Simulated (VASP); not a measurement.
# Pr4Hg (Im-3m) in VASP: relaxation of cell and atoms with PBE

Aim: the relaxation of cell and atoms of Pr4Hg with PBE.

Everything below comes from runs of VASP 6.6.1. Logs are shortened: lines on timing, memory, paths and dates and some standing lists are left out, and cuts for length are marked.

## Step 1: The cell of the first run

The structure is cubic, space group Im-3m (No. 229). The conventional cell has a = 6.940 Å, b = 6.940 Å, c = 6.940 Å, α = 90.00°, β = 90.00°, γ = 90.00°. Pr (site symmetry -3m) has 2 Hg at 3.01 Å and 6 Pr at 3.47 Å within 4.0 Å. Hg (site symmetry m-3m) has 8 Pr at 3.01 Å within 4.0 Å.

The cell was generated, and may not be a known phase.

## Step 2: Relaxation of cell and atoms, PBE

Input file INCAR:

```
ALGO = Normal ; EDIFF = 1E-7
EDIFFG = -0.08 ; ENCUT = 500
GGA = PE ; GGA_COMPAT = False
IBRION = 2 ; ISIF = 3
ISMEAR = 0 ; LASPH = True
LCHARG = False ; LMAXMIX = 6
LREAL = False ; LWAVE = False
NELM = 200 ; NELMIN = 4
NSW = 36 ; PREC = Accurate
SIGMA = 0.2
```

Input file KPOINTS:

```
k-points
0
Gamma
  3 3 3
```

Input file POSCAR:

```
Pr4Hg
1.0
   -3.4699654800      3.4699654800      3.4699654800
    3.4699654800     -3.4699654800      3.4699654800
    3.4699654800      3.4699654800     -3.4699654800
Pr Hg
4 1
Direct
    0.5000000000      0.5000000000      0.5000000000
    0.0000000000      0.0000000000      0.5000000000
    0.0000000000      0.5000000000      0.0000000000
    0.5000000000      0.0000000000      0.0000000000
    0.0000000000      0.0000000000      0.0000000000
```

Potentials or basis: VASP PAW PBE potentials, release 64 (Pr_3, Hg), 4f in core.

On the command line:

```bash
$ cat potpaw_PBE.64/Pr_3/POTCAR potpaw_PBE.64/Hg/POTCAR > POTCAR
$ mpirun -np 1 vasp_std > vasp.out
```

OUTCAR:

```text
EDIFF = 1E-7
   EDIFFG = -0.08
   ENCUT = 500
   GGA = PE
   IBRION = 2
   ISIF = 3
   ISMEAR = 0
   LASPH = True
   LREAL = False
   NELM = 200
   NELMIN = 4
   NSW = 36
   PREC = Accurate

 ion  position               nearest neighbor table
   1  0.500  0.500  0.500-   5 3.01   5 3.01   4 3.47   2 3.47   4 3.47   3 3.47   2 3.47   3 3.47

   2  0.000  0.000  0.500-   5 3.01   5 3.01   4 3.47   1 3.47   3 3.47   3 3.47   4 3.47   1 3.47

   3  0.000  0.500  0.000-   5 3.01   5 3.01   4 3.47   1 3.47   2 3.47   2 3.47   1 3.47   4 3.47

   4  0.500  0.000  0.000-   5 3.01   5 3.01   3 3.47   1 3.47   1 3.47   2 3.47   2 3.47   3 3.47

   5  0.000  0.000  0.000-   1 3.01   2 3.01   3 3.01   4 3.01   2 3.01   3 3.01   4 3.01   1 3.01

  LATTYP: Found a body centered cubic cell.
 ALAT       =     6.9399309600

  Lattice vectors:

 A1 = (  -3.4699654800,   3.4699654800,   3.4699654800)
 A2 = (   3.4699654800,  -3.4699654800,   3.4699654800)
 A3 = (   3.4699654800,   3.4699654800,  -3.4699654800)

Analysis of symmetry for initial positions (statically):
=====================================================================
 Subroutine PRICEL returns:
 Original cell was already a primitive cell.

 Routine SETGRP: Setting up the symmetry group for a
 body centered cubic supercell.

 Subroutine GETGRP returns: Found 48 space group operations
 (whereof 48 operations were pure point group operations)
 out of a pool of 48 trial point group operations.

The static configuration has the point symmetry O_h .

Analysis of symmetry for dynamics (positions and initial velocities):
=====================================================================
 Subroutine PRICEL returns:
 Original cell was already a primitive cell.

 Routine SETGRP: Setting up the symmetry group for a
 body centered cubic supercell.

 Subroutine GETGRP returns: Found 48 space group operations
 (whereof 48 operations were pure point group operations)
 out of a pool of 48 trial point group operations.

The dynamic configuration has the point symmetry O_h .

 Subroutine INISYM returns: Found 48 space group operations
 (whereof 48 operations are pure point group operations),
 and found     1 'primitive' translations

----------------------------------------------------------------------------------------

                                     Primitive cell

  volume of cell :     167.1227

  direct lattice vectors                    reciprocal lattice vectors
    -3.469965480  3.469965480  3.469965480     0.000000000  0.144093652  0.144093652
     3.469965480 -3.469965480  3.469965480     0.144093652  0.000000000  0.144093652
     3.469965480  3.469965480 -3.469965480     0.144093652  0.144093652  0.000000000

  length of vectors
     6.010156512  6.010156512  6.010156512     0.203779198  0.203779198  0.203779198

  position of ions in fractional coordinates (direct lattice)
     0.500000000  0.500000000  0.500000000
     0.000000000  0.000000000  0.500000000
     0.000000000  0.500000000  0.000000000
     0.500000000  0.000000000  0.000000000
     0.000000000  0.000000000  0.000000000

  ion indices of the primitive-cell ions
   primitive index   ion index
                 1           1
                 2           2
                 3           3
                 4           4
                 5           5

----------------------------------------------------------------------------------------

 KPOINTS: k-points

Automatic generation of k-mesh.
 Grid dimensions read from file:
 generate k-points for:    3    3    3

 Generating k-lattice:

  Cartesian coordinates                     Fractional coordinates (reciprocal lattice)
     0.000000000  0.048031217  0.048031217     0.333333333  0.000000000  0.000000000
     0.048031217  0.000000000  0.048031217     0.000000000  0.333333333  0.000000000
     0.048031217  0.048031217  0.000000000     0.000000000  0.000000000  0.333333333

  Length of vectors
     0.067926399  0.067926399  0.067926399

  Shift w.r.t. Gamma in fractional coordinates (k-lattice)
     0.000000000  0.000000000  0.000000000

 Subroutine IBZKPT returns following result:
 ===========================================

 Found      4 irreducible k-points:

 Following reciprocal coordinates:
            Coordinates               Weight
  0.000000  0.000000  0.000000      1.000000
  0.333333  0.000000  0.000000     12.000000
  0.333333  0.333333  0.000000      8.000000
 -0.333333  0.333333  0.333333      6.000000
   k-points           NKPTS =      4   k-points in BZ     NKDIM =      4   number of bands    NBANDS=     33
   number of dos      NEDOS =    301   number of ions     NIONS =      5
   total plane-waves  NPLWV = 110592
   dimension x,y,z NGX =    48 NGY =   48 NGZ =   48
   dimension x,y,z NGXF=    96 NGYF=   96 NGZF=   96
   ions per type =               4   1
   NGX,Y,Z   is equivalent  to a cutoff of  13.28, 13.28, 13.28 a.u.
   NGXF,Y,Z  is equivalent  to a cutoff of  26.55, 26.55, 26.55 a.u.
 SYSTEM =  unknown system
   PREC   = accura    normal or accurate (medium, high low for compatibility)
   ISTART =      0    job   : 0-new  1-cont  2-samecut
   ICHARG =      2    charge: 1-file 2-atom 10-const
   ISPIN  =      1    spin polarized calculation?
   LNONCOLLINEAR =      F non collinear calculations
   LSORBIT =      F    spin-orbit coupling
   LASPH  =      T    aspherical Exc in radial PAW
   ENCUT  =  500.0 eV  36.75 Ry    6.06 a.u.  10.96 10.96 10.96*2*pi/ulx,y,z
   NELM   =    200;   NELMIN=  4; NELMDL= -5     # of ELM steps
   EDIFF  = 0.1E-06   stopping-criterion for ELM
   LREAL  =      F    real-space projection
   EDIFFG = -.8E-01   stopping-criterion for IOM
   NSW    =     36    number of steps for IOM
   IBRION =      2    ionic relax: 0-MD 1-quasi-New 2-CG
   NFREE  =      1    steps in history (QN), initial steepest desc. (CG)
   ISIF   =      3    stress and relaxation
   ISYM   =      2    0-nonsym 1-usesym 2-fastsym
   POTIM  = 0.5000    time-step for ionic-motion
   TEBEG  =    0.0;   TEEND  =   0.0 temperature during run
   PSTRESS=    0.0 pullay stress
   NELECT =      56.0000    total number of electrons
   NUPDOWN=      -1.0000    fix difference up-down
   EMIN   =  10.00;   EMAX   =-10.00  energy-range for DOS
   EFERMI =   0.00;   METHOD = LEGACY
   ISMEAR =     0;   SIGMA  =   0.20  broadening in eV -4-tet -1-fermi 0-gaus
   EFERMI_NEDOS =   21; number of points for ismear=-14 and -15
   IALGO  =     38    algorithm
   IMIX   =      4    mixing-type and parameters
     AMIX     =   0.40;   BMIX     =  1.00
     AMIX_MAG =   1.60;   BMIX_MAG =  1.00
  volume/ion in A,a.u.               =      33.42       225.56
  Fermi-wavevector in a.u.,A,eV,Ry     =   1.137083  2.148776 17.591773  1.292959
  Thomas-Fermi vector in A             =   2.273789
   LORBIT       =      0    0 simple, 1 ext, 2 COOP (PROOUT), +10 PAW based schemes
   GGA     = PE    functional components
   LHFCALC =     F    Hartree Fock is set to
   AEXX    =    0.0000 exact exchange contribution
   IVDW    =     0    specifies the selected vdW correction
   LEPSILON=     F    determine dielectric tensor
   LRPA    =     F    only Hartree local field effects (RPA)
 conjugate gradient relaxation of ions
 non-spin polarized calculation
 Gauss-broadening in eV      SIGMA  =   0.20
  energy-cutoff  :      500.00
  volume of cell :      167.12
 maximum number of plane-waves:      4276
 NGX is ok and might be reduce to    48
   NGX = 21   NGY = 21   NGZ = 21

--------------------------------------- Ionic step        1  -------------------------------------------

 number of electron      55.9999998 magnetization

 Free energy of the ion-electron system (eV)
  ---------------------------------------------------
  ext. energy  EPLUGINS =         0.00000000
  ---------------------------------------------------
  free energy    TOTEN  =       -17.33676929 eV

  energy without entropy =      -17.15360801  energy(sigma->0) =      -17.24518865

 E-fermi :   3.4666     XC(G=0):  -9.6945

 val. band max:        3.4029942722   @ k =   0.3333   0.0000   0.0000
 cond. band min:       3.4793529746   @ k =  -0.3333   0.3333   0.3333
 fundamental gap:      0.0763587024
 Fermi energy:         3.4665936084

 k-point     1 :       0.0000    0.0000    0.0000
  band No.  band energies     occupation
      1     -33.1168      2.00000
      2     -32.9204      2.00000
      3     -32.9204      2.00000
      4     -32.9204      2.00000
      5     -15.5263      2.00000
      6     -15.5263      2.00000
[... 25 lines left out ...]
     32       5.8160      0.00000
     33       5.8160      0.00000
[... 167 lines left out ...]
 POSITION                                       TOTAL-FORCE (eV/Angst)
 -----------------------------------------------------------------------------------
      1.86028      1.86028      1.86028         0.000000     -0.000000      0.000000
      1.86028      1.86028     -1.86028         0.000000      0.000000     -0.000000
      1.86028      5.58085      1.86028        -0.000000      0.000000     -0.000000
      5.58085      1.86028      1.86028        -0.000000     -0.000000      0.000000
      3.72057     -3.72057      3.72057         0.000000     -0.000000     -0.000000
 -----------------------------------------------------------------------------------
    total drift:                                0.000000      0.000000     -0.000000

  FREE ENERGIE OF THE ION-ELECTRON SYSTEM (eV)
  ---------------------------------------------------
  free  energy   TOTEN  =       -17.7937063269 eV

  energy  without entropy=      -17.5780845317  energy(sigma->0) =      -17.68589543

--------------------------------------- Ionic step        3  -------------------------------------------

 number of electron      55.9999998 magnetization

 Free energy of the ion-electron system (eV)
  ---------------------------------------------------
  ext. energy  EPLUGINS =         0.00000000
  ---------------------------------------------------
  free energy    TOTEN  =       -17.86683198 eV

  energy without entropy =      -17.66451010  energy(sigma->0) =      -17.76567104

 E-fermi :   2.6353     XC(G=0):  -9.0850

 val. band max:        2.6149401831   @ k =   0.3333   0.0000   0.0000
 cond. band min:       2.6863446489   @ k =  -0.3333   0.3333   0.3333
 fundamental gap:      0.0714044658
 Fermi energy:         2.6353381964

 k-point     1 :       0.0000    0.0000    0.0000
  band No.  band energies     occupation
      1     -34.1353      2.00000
      2     -34.0270      2.00000
      3     -34.0270      2.00000
      4     -34.0270      2.00000
      5     -16.3561      2.00000
      6     -16.3561      2.00000
[... 25 lines left out ...]
     32       4.5029      0.00000
     33       4.5029      0.00000
[... 119 lines left out ...]
 VOLUME and BASIS-vectors are now :
 -----------------------------------------------------------------------------
  energy-cutoff  :      500.00
  volume of cell :      193.86
      direct lattice vectors                 reciprocal lattice vectors
    -3.645946168  3.645946168  3.645946168     0.000000000  0.137138613  0.137138613
     3.645946168 -3.645946168  3.645946168     0.137138613  0.000000000  0.137138613
     3.645946168  3.645946168 -3.645946168     0.137138613  0.137138613  0.000000000

 POSITION                                       TOTAL-FORCE (eV/Angst)
 -----------------------------------------------------------------------------------
      1.82297      1.82297      1.82297         0.000000      0.000000     -0.000000
      1.82297      1.82297     -1.82297        -0.000000     -0.000000     -0.000000
      1.82297     -1.82297      1.82297        -0.000000     -0.000000      0.000000
     -1.82297      1.82297      1.82297         0.000000      0.000000      0.000000
      0.00000      0.00000     -0.00000        -0.000000      0.000000     -0.000000
 -----------------------------------------------------------------------------------
    total drift:                                0.000000      0.000000     -0.000000

  FREE ENERGIE OF THE ION-ELECTRON SYSTEM (eV)
  ---------------------------------------------------
  free  energy   TOTEN  =       -17.8668319796 eV

  energy  without entropy=      -17.6645101037  energy(sigma->0) =      -17.76567104

 reached required accuracy - stopping structural energy minimisation
```

Run time: 58 s. Hardware: 1 thread of Intel Xeon 6975P-C (Granite Rapids), shared host; peak memory 0.33 GiB.

Results:

- Free energy: -17.8668 eV
- Relaxed volume: 38.77 Å³/atom
- Relaxed cell: a = 6.315 Å, b = 6.315 Å, c = 6.315 Å, α = 109.47°, β = 109.47°, γ = 109.47°
- Space group after relaxing (to 0.1 Å): Im-3m (No. 229)
- Energy gained by relaxing: 106.0 meV/atom
- Ionic steps: 3
- Pressure after relaxing: 0.0 GPa
- Band gap on the k mesh: zero (bands 28 and 29 overlap by 0.49 eV)

The path:
| step | energy change (eV) | largest force (eV/Å) | pressure (GPa) | volume (Å³) |
| --- | --- | --- | --- | --- |
| 1 | 0.0000 | 0.0000 | 7.18 | 167.12 |
| 2 | -0.4569 | 0.0000 | -1.86 | 206.01 |
| 3 | -0.5301 | 0.0000 | 0.03 | 193.86 |

Final structure:
```cif
data_structure
_symmetry_space_group_name_H-M 'P 1'
_symmetry_Int_Tables_number 1
_cell_length_a 6.3150
_cell_length_b 6.3150
_cell_length_c 6.3150
_cell_angle_alpha 109.471
_cell_angle_beta 109.471
_cell_angle_gamma 109.471
_cell_volume 193.86
loop_
_atom_site_label
_atom_site_type_symbol
_atom_site_fract_x
_atom_site_fract_y
_atom_site_fract_z
_atom_site_occupancy
Pr1 Pr 0.50000 0.50000 0.50000 1
Pr2 Pr 0.00000 0.00000 0.50000 1
Pr3 Pr 0.00000 0.50000 0.00000 1
Pr4 Pr 0.50000 0.00000 0.00000 1
Hg1 Hg 0.00000 0.00000 0.00000 1
```

Caveat: the k points lie up to 0.41 Å⁻¹ apart in the final cell; the volume moved by over 15 % at a fixed basis, so the end points are rough; spin-orbit coupling is left out, which moves the levels of the heavy elements; the 4f electrons are frozen in the core, so they carry no moment and show no levels. Spin polarisation is off, so any magnetic state and its effect on volume and gap are missing.

The gap in the log of VASP goes by the Fermi energy; the results here count the filled bands.